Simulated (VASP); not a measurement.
# B5P: single point with PBE

Crystal: B5P.

```
B P
1.0
     3.29657    0.00000    0.00000
    -1.64829    2.85491    0.00000
     0.00000    0.00000    6.32989
B P
5 1
Direct
  0.16609 0.83391 0.95054
  0.16609 0.33219 0.95054
  0.66781 0.83391 0.95054
  0.66667 0.33333 0.52684
  0.66667 0.33333 0.80679
  0.33333 0.66667 0.44257
```

The cell was built from a structure type or drawn by symmetry, and may not be a known phase.

```json
{"Program": "VASP 6.6.1", "Task": "single point", "Functional": "PBE", "Potentials or basis": "VASP PAW PBE potentials, release 64 (B, P)", "Cutoff": "500 eV", "k mesh": "12 × 12 × 6", "Occupations": "gaussian, width 0.1 eV", "Spin": "no spin polarisation", "Dipole correction": "no", "Further INCAR settings": "ALGO = Normal; EDIFF = 1e-06; NBANDS = 19"}
```

The pressure is 0.0 GPa, the largest force is 0.009 eV/Å and the band gap on the k mesh is zero (bands 10 and 11 overlap by 2.47 eV).

Forces on the atoms (eV/Å):
```
B    0.003 -0.002 -0.001
B    0.000  0.003 -0.001
B   -0.003 -0.002 -0.001
B    0.000  0.000 -0.006
B    0.000  0.000  0.001
P    0.000  0.000  0.009
```

Levels at points of the mesh, in eV from the Fermi level:
```
           k point  band 8  band 9  band 10  band 11  band 12  band 13
(0.00, 0.00, 0.00)   -1.20   -1.20     0.11     2.23     2.71     2.71
(0.50, 0.00, 0.00)   -4.75   -3.04    -0.23     0.22     2.50     2.86
(0.00, 0.00, 0.50)   -1.24   -1.24     1.66     2.26     2.78     2.78
(0.50, 0.00, 0.50)   -4.18   -3.15    -1.74    -0.50     2.48     3.36
```

It took 89 s on 1 thread of Intel Xeon 8259CL, on a shared host, peak memory 0.22 GiB.

Caveat: this functional lacks dispersion, which binds the layers, so the pressure and a relaxed spacing across them are unreliable.
